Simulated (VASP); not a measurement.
# Si2W (I4/mmm) in VASP: electric field gradients with PBE

Aim: the electric field gradients of Si2W with PBE.

All numbers are computed with VASP 6.6.1; they aren't measurements. Logs are shortened: lines on timing, memory, paths and dates and some standing lists are left out, and cuts for length are marked.

**1. The cell of the first run**

It takes space group I4/mmm (No. 139, tetragonal). The conventional cell has a = 3.214 Å, b = 3.214 Å, c = 7.830 Å, α = 90.00°, β = 90.00°, γ = 90.00°. Si (site symmetry 4mm) has 9 Si at 2.59 to 3.21 Å and 5 W at 2.62 Å within 3.4 Å. W (site symmetry 4/mmm) has 10 Si at 2.62 Å and 4 W at 3.21 Å within 3.4 Å.

**2. Electric field gradients, PBE**

INCAR

```
PREC = Accurate
ENCUT = 520
EDIFF = 1E-8
ISMEAR = -1
SIGMA = 0.02
LREAL = F
LASPH = T
NELM = 60
ALGO = Normal
ISIF = 2
LWAVE = F
LCHARG = F
GGA = PE
LEFG = T
NBANDS = 18
```

KPOINTS

```
regular mesh
0
Gamma
  19 19 19
```

POSCAR

```
Si2W
1.0
   -1.6069000000      1.6069000000      3.9149500000
    1.6069000000     -1.6069000000      3.9149500000
    1.6069000000      1.6069000000     -3.9149500000
Si W
2 1
Direct
    0.3347000000      0.3347000000      0.0000000000
    0.6653000000      0.6653000000      0.0000000000
    0.0000000000      0.0000000000      0.0000000000
```

Potentials or basis: VASP PAW PBE potentials, release 64 (Si, W_sv).

Command:

```sh
$ cat potpaw_PBE.64/Si/POTCAR potpaw_PBE.64/W_sv/POTCAR > POTCAR
$ mpirun -np 1 vasp_std > vasp.out
```

OUTCAR:

```text
PREC = Accurate
   ENCUT = 520
   EDIFF = 1E-8
   ISMEAR = -1
   LREAL = F
   LASPH = T
   NELM = 60
   ISIF = 2
   GGA = PE

 ion  position               nearest neighbor table
   1  0.335  0.335  0.000-   2 2.59   3 2.62   3 2.62   3 2.62   3 2.62   3 2.62   2 2.63   2 2.63
                             2 2.63   2 2.63
   2  0.665  0.665  0.000-   1 2.59   3 2.62   3 2.62   3 2.62   3 2.62   3 2.62   1 2.63   1 2.63
                             1 2.63   1 2.63
   3  0.000  0.000  0.000-   2 2.62   2 2.62   2 2.62   1 2.62   2 2.62   1 2.62   1 2.62   1 2.62
                             1 2.62   2 2.62

  LATTYP: Found a body centered tetragonal cell.
 ALAT       =     3.2138000000
 C/A-ratio  =     2.4363370465

  Lattice vectors:

 A1 = (  -1.6069000000,   1.6069000000,   3.9149500000)
 A2 = (   1.6069000000,  -1.6069000000,   3.9149500000)
 A3 = (   1.6069000000,   1.6069000000,  -3.9149500000)

Analysis of symmetry for initial positions (statically):
=====================================================================
 Subroutine PRICEL returns:
 Original cell was already a primitive cell.

 Routine SETGRP: Setting up the symmetry group for a
 body centered tetragonal supercell.

 Subroutine GETGRP returns: Found 16 space group operations
 (whereof 16 operations were pure point group operations)
 out of a pool of 16 trial point group operations.

The static configuration has the point symmetry D_4h.

Analysis of symmetry for dynamics (positions and initial velocities):
=====================================================================
 Subroutine PRICEL returns:
 Original cell was already a primitive cell.

 Routine SETGRP: Setting up the symmetry group for a
 body centered tetragonal supercell.

 Subroutine GETGRP returns: Found 16 space group operations
 (whereof 16 operations were pure point group operations)
 out of a pool of 16 trial point group operations.

The dynamic configuration has the point symmetry D_4h.

 Subroutine INISYM returns: Found 16 space group operations
 (whereof 16 operations are pure point group operations),
 and found     1 'primitive' translations

----------------------------------------------------------------------------------------

                                     Primitive cell

  volume of cell :      40.4356

  direct lattice vectors                    reciprocal lattice vectors
    -1.606900000  1.606900000  3.914950000     0.000000000  0.311158131  0.127715552
     1.606900000 -1.606900000  3.914950000     0.311158131  0.000000000  0.127715552
     1.606900000  1.606900000 -3.914950000     0.311158131  0.311158131  0.000000000

  length of vectors
     4.526708376  4.526708376  4.526708376     0.336348992  0.336348992  0.440044048

  position of ions in fractional coordinates (direct lattice)
     0.334700000  0.334700000  0.000000000
     0.665300000  0.665300000  0.000000000
     0.000000000  0.000000000  0.000000000

  ion indices of the primitive-cell ions
   primitive index   ion index
                 1           1
                 2           2
                 3           3

----------------------------------------------------------------------------------------

 KPOINTS: regular mesh

Automatic generation of k-mesh.
 Grid dimensions read from file:
 generate k-points for:   19   19   19

 Generating k-lattice:

  Cartesian coordinates                     Fractional coordinates (reciprocal lattice)
     0.000000000  0.016376744  0.006721871     0.052631579  0.000000000  0.000000000
     0.016376744  0.000000000  0.006721871     0.000000000  0.052631579  0.000000000
     0.016376744  0.016376744  0.000000000     0.000000000  0.000000000  0.052631579

  Length of vectors
     0.017702579  0.017702579  0.023160213

  Shift w.r.t. Gamma in fractional coordinates (k-lattice)
     0.000000000  0.000000000  0.000000000

 Subroutine IBZKPT returns following result:
 ===========================================

 Found    550 irreducible k-points:

 Following reciprocal coordinates:
            Coordinates               Weight
  0.000000  0.000000  0.000000      1.000000
  0.052632  0.000000 -0.000000      8.000000
  0.105263  0.000000 -0.000000      8.000000
  0.157895  0.000000 -0.000000      8.000000
  0.210526  0.000000  0.000000      8.000000
  0.263158  0.000000 -0.000000      8.000000
[... 16 lines left out ...]
 -0.315789  0.052632  0.000000     16.000000
 -0.263158  0.052632  0.000000     16.000000
 [... further k-points ...]
   k-points           NKPTS =    550   k-points in BZ     NKDIM =    550   number of bands    NBANDS=     18
   number of dos      NEDOS =    301   number of ions     NIONS =      3
   total plane-waves  NPLWV =  46656
   dimension x,y,z NGX =    36 NGY =   36 NGZ =   36
   dimension x,y,z NGXF=    72 NGYF=   72 NGZF=   72
   ions per type =               2   1
   NGX,Y,Z   is equivalent  to a cutoff of  13.22, 13.22, 13.22 a.u.
   NGXF,Y,Z  is equivalent  to a cutoff of  26.44, 26.44, 26.44 a.u.
 SYSTEM =  unknown system
   PREC   = accura    normal or accurate (medium, high low for compatibility)
   ISTART =      0    job   : 0-new  1-cont  2-samecut
   ICHARG =      2    charge: 1-file 2-atom 10-const
   ISPIN  =      1    spin polarized calculation?
   LNONCOLLINEAR =      F non collinear calculations
   LSORBIT =      F    spin-orbit coupling
   LASPH  =      T    aspherical Exc in radial PAW
   ENCUT  =  520.0 eV  38.22 Ry    6.18 a.u.   8.42  8.42  8.42*2*pi/ulx,y,z
   NELM   =     60;   NELMIN=  2; NELMDL= -5     # of ELM steps
   EDIFF  = 0.1E-07   stopping-criterion for ELM
   LREAL  =      F    real-space projection
   EDIFFG = 0.1E-06   stopping-criterion for IOM
   NSW    =      0    number of steps for IOM
   IBRION =     -1    ionic relax: 0-MD 1-quasi-New 2-CG
   NFREE  =      0    steps in history (QN), initial steepest desc. (CG)
   ISIF   =      2    stress and relaxation
   ISYM   =      2    0-nonsym 1-usesym 2-fastsym
   POTIM  = 0.5000    time-step for ionic-motion
   TEBEG  =    0.0;   TEEND  =   0.0 temperature during run
   PSTRESS=    0.0 pullay stress
   NELECT =      22.0000    total number of electrons
   NUPDOWN=      -1.0000    fix difference up-down
   EMIN   =  10.00;   EMAX   =-10.00  energy-range for DOS
   EFERMI =   0.00;   METHOD = LEGACY
   ISMEAR =    -1;   SIGMA  =   0.02  broadening in eV -4-tet -1-fermi 0-gaus
   EFERMI_NEDOS =   21; number of points for ismear=-14 and -15
   IALGO  =     38    algorithm
   IMIX   =      4    mixing-type and parameters
     AMIX     =   0.40;   BMIX     =  1.00
     AMIX_MAG =   1.60;   BMIX_MAG =  1.00
  volume/ion in A,a.u.               =      13.48        90.96
  Fermi-wavevector in a.u.,A,eV,Ry     =   1.336476  2.525573 24.302284  1.786167
  Thomas-Fermi vector in A             =   2.465099
   LORBIT       =      0    0 simple, 1 ext, 2 COOP (PROOUT), +10 PAW based schemes
   GGA     = PE    functional components
   LHFCALC =     F    Hartree Fock is set to
   AEXX    =    0.0000 exact exchange contribution
   IVDW    =     0    specifies the selected vdW correction
   LEPSILON=     F    determine dielectric tensor
   LRPA    =     F    only Hartree local field effects (RPA)
 non-spin polarized calculation
  energy-cutoff  :      520.00
  volume of cell :       40.44
 maximum number of plane-waves:      1114
 NGX is ok and might be reduce to    36
   NGX = 17   NGY = 17   NGZ = 17

 number of electron      21.9999999 magnetization

 Free energy of the ion-electron system (eV)
  ---------------------------------------------------
  ext. energy  EPLUGINS =         0.00000000
  ---------------------------------------------------
  free energy    TOTEN  =       -24.80884526 eV

  energy without entropy =      -24.80860535  energy(sigma->0) =      -24.80872531

 E-fermi :  11.9600     XC(G=0): -12.5284

 val. band max:       11.9593810457   @ k =  -0.4211  -0.4211   0.3684
 cond. band min:      11.9604350514   @ k =  -0.4211  -0.4211   0.3158
 fundamental gap:      0.0010540057
 Fermi energy:        11.9600452076

 k-point     1 :       0.0000    0.0000    0.0000
  band No.  band energies     occupation
      1     -61.8901      2.00000
      2     -26.1510      2.00000
      3     -26.1312      2.00000
      4     -26.1312      2.00000
      5      -2.1181      2.00000
      6       5.1057      2.00000
[... 10 lines left out ...]
     17      17.6585      0.00000
     18      17.6585      0.00000

 k-point     2 :       0.0526    0.0000   -0.0000
  band No.  band energies     occupation
      1     -61.8899      2.00000
      2     -26.1505      2.00000
      3     -26.1372      2.00000
      4     -26.1307      2.00000
      5      -2.0650      2.00000
      6       5.1104      2.00000
[... 10 lines left out ...]
     17      17.6610      0.00000
     18      17.8623      0.00000

 k-point     3 :       0.1053    0.0000   -0.0000
  band No.  band energies     occupation
      1     -61.8893      2.00000
      2     -26.1545      2.00000
      3     -26.1492      2.00000
      4     -26.1291      2.00000
      5      -1.9069      2.00000
      6       5.1167      2.00000
[... 10 lines left out ...]
     17      17.7019      0.00000
     18      18.3653      0.00000

 k-point     4 :       0.1579    0.0000   -0.0000
  band No.  band energies     occupation
      1     -61.8884      2.00000
      2     -26.1811      2.00000
      3     -26.1472      2.00000
      4     -26.1267      2.00000
      5      -1.6468      2.00000
      6       5.0975      2.00000
[... 375 lines left out ...]
      4     -26.1201      2.00000
      5       0.2359      2.00000
      6       3.8306      2.00000
[... 10 lines left out ...]
     17      19.1591      0.00000
     18      20.5786      0.00000

 k-point    23 :      -0.3158    0.0526    0.0000
  band No.  band energies     occupation
      1     -61.8846      2.00000
      2     -26.2832      2.00000
      3     -26.1382      2.00000
      4     -26.1229      2.00000
      5      -0.3520      2.00000
      6       4.4467      2.00000
[... 10 lines left out ...]
     17      19.2658      0.00000
     18      20.0906      0.00000

 k-point    24 :      -0.2632    0.0526    0.0000
  band No.  band energies     occupation
      1     -61.8858      2.00000
      2     -26.2489      2.00000
      3     -26.1408      2.00000
      4     -26.1261      2.00000
      5      -0.8675      2.00000
      6       4.9565      2.00000
[... 10 lines left out ...]
     17      18.8034      0.00000
     18      20.1858      0.00000

 [... further k-points ...]

------------------------ aborting loop because EDIFF is reached ----------------------------------------

  FORCE on cell =-STRESS in cart. coord.  units (eV):
  Direction    XX          YY          ZZ          XY          YZ          ZX
  --------------------------------------------------------------------------------------
  -------------------------------------------------------------------------------------
  Total        0.8263016      0.8263016      0.9018070      0.0000000      0.0000000      0.0000000
  in kB       32.7404966     32.7404966     35.7322439      0.0000000      0.0000000      0.0000000
  external PRESSURE =      33.7377457 kB  Pullay stress =       0.0000000 kB

 VOLUME and BASIS-vectors are now :
 -----------------------------------------------------------------------------
  energy-cutoff  :      520.00
  volume of cell :       40.44
      direct lattice vectors                 reciprocal lattice vectors
    -1.606900000  1.606900000  3.914950000     0.000000000  0.311158131  0.127715552
     1.606900000 -1.606900000  3.914950000     0.311158131  0.000000000  0.127715552
     1.606900000  1.606900000 -3.914950000     0.311158131  0.311158131  0.000000000

 POSITION                                       TOTAL-FORCE (eV/Angst)
 -----------------------------------------------------------------------------------
      0.00000      0.00000      2.62067        -0.000000     -0.000000     -0.056039
      0.00000      0.00000      5.20923         0.000000      0.000000      0.056039
      0.00000      0.00000      0.00000        -0.000000     -0.000000     -0.000000
 -----------------------------------------------------------------------------------
    total drift:                               -0.000000     -0.000000      0.000000

  FREE ENERGIE OF THE ION-ELECTRON SYSTEM (eV)
  ---------------------------------------------------
  free  energy   TOTEN  =       -24.8088452622 eV

  energy  without entropy=      -24.8086053484  energy(sigma->0) =      -24.80872531

 Electric field gradients (V/A^2)
---------------------------------------------------------------------
 ion       V_xx      V_yy      V_zz      V_xy      V_xz      V_yz
---------------------------------------------------------------------
   1       4.757     4.757    -9.514    -0.000    -0.000    -0.000
   2       4.757     4.757    -9.514    -0.000    -0.000    -0.000
   3      69.842    69.842  -139.685     0.000    -0.000    -0.000
---------------------------------------------------------------------

 Electric field gradients after diagonalization (V/A^2)
 (convention: |V_zz| > |V_xx| > |V_yy|)
----------------------------------------------------------------------
 ion       V_xx      V_yy      V_zz     asymmetry (V_yy - V_xx)/ V_zz
----------------------------------------------------------------------
   1       4.757     4.757    -9.514       0.000
   2       4.757     4.757    -9.514       0.000
   3      69.842    69.842  -139.685       0.000
----------------------------------------------------------------------

           NMR quadrupolar parameters

 Cq : quadrupolar parameter    Cq=e*Q*V_zz/h
 eta: asymmetry parameters     (V_yy - V_xx)/ V_zz
 Q  : nuclear electric quadrupole moment in mb (millibarn)
----------------------------------------------------------------------
 ion       Cq(MHz)       eta       Q (mb)
----------------------------------------------------------------------
   1      -0.023       0.000       1.000
   2      -0.023       0.000       1.000
   3      -0.338       0.000       1.000
----------------------------------------------------------------------
```

Run time: 12 min. Hardware: 1 thread of Oxide Virtual Turin-like, shared host; peak memory 0.47 GiB.

What came out:

- Free energy: -24.8088 eV
- Pressure: 3.4 GPa
- Largest force: 0.056 eV/Å
- Band gap on the k mesh: zero (bands 11 and 12 overlap by 1.23 eV)
- Largest electric field gradient by atom: Si -9.5; W -139.7 V/Å²

Forces in eV/Å, atoms in the order of the input:
```
Si   0.000  0.000 -0.056
Si   0.000  0.000  0.056
W    0.000  0.000  0.000
```

Levels at points of the mesh, in eV from the Fermi level:
```
           k point  band 9  band 10  band 11  band 12  band 13  band 14
(0.00, 0.00, 0.00)   -2.84    -2.84     0.61     2.74     2.93     3.07
```

Electric field gradients, principal values (V/Å²):
| atom | least | middle | greatest (by size) |
| --- | --- | --- | --- |
| 1 Si | 4.757 | 4.757 | -9.514 |
| 2 Si | 4.757 | 4.757 | -9.514 |
| 3 W | 69.842 | 69.842 | -139.685 |

Caveat: the cell stands under pressure; without QUAD_EFG the Cq values of the log hold for a quadrupole moment of 1 mb, not for the nuclei; spin-orbit coupling is left out, which moves the levels of the heavy elements.
